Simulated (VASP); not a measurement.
Input of a VASP 6.6.1 run:

INCAR

```
PREC = Accurate
ENCUT = 520
EDIFF = 1E-6
ISMEAR = 0
SIGMA = 0.01
LREAL = False
LASPH = True
NELM = 60
ALGO = Normal
ISIF = 2
LWAVE = False
LCHARG = True
GGA = PS
LELF = True
LVHAR = True
NBANDS = 15
```

KPOINTS

```
Automatic mesh
0
Gamma
  6 6 6
```

POSCAR

```
BaS
1.0
    3.1346335679      3.1346335679      0.0000000000
   -3.1346335679      3.1346335679      0.0000000000
    0.0000000000      3.1346335679      3.1852943124
Ba S
1 1
Direct
    0.0000000000      0.0000000000      0.0000000000
    0.5000000000      0.5000000000      0.0000000000
```

Potentials or basis: VASP PAW PBE potentials, release 64 (Ba_sv, S).

The run is started by

```console
$ cat potpaw_PBE.64/Ba_sv/POTCAR potpaw_PBE.64/S/POTCAR > POTCAR
$ mpirun -np 1 vasp_std > vasp.out
```

What does it give for the pressure?

1.4 GPa.

Estimate the band gap on the k mesh.

1.88 eV, indirect (least direct gap 1.99 eV).

Stress tensor (GPa, compression positive):
```
1.94 0.00 0.00
0.00 1.94 0.00
0.00 0.00 0.36
```

Caveat: the cell differs from its parent crystal (in-plane strain -0.01); the PAW data sets were made with another functional, which shifts forces and pressure a little; spin-orbit coupling is left out, which moves the levels of the heavy elements. A k mesh can miss the band edges.
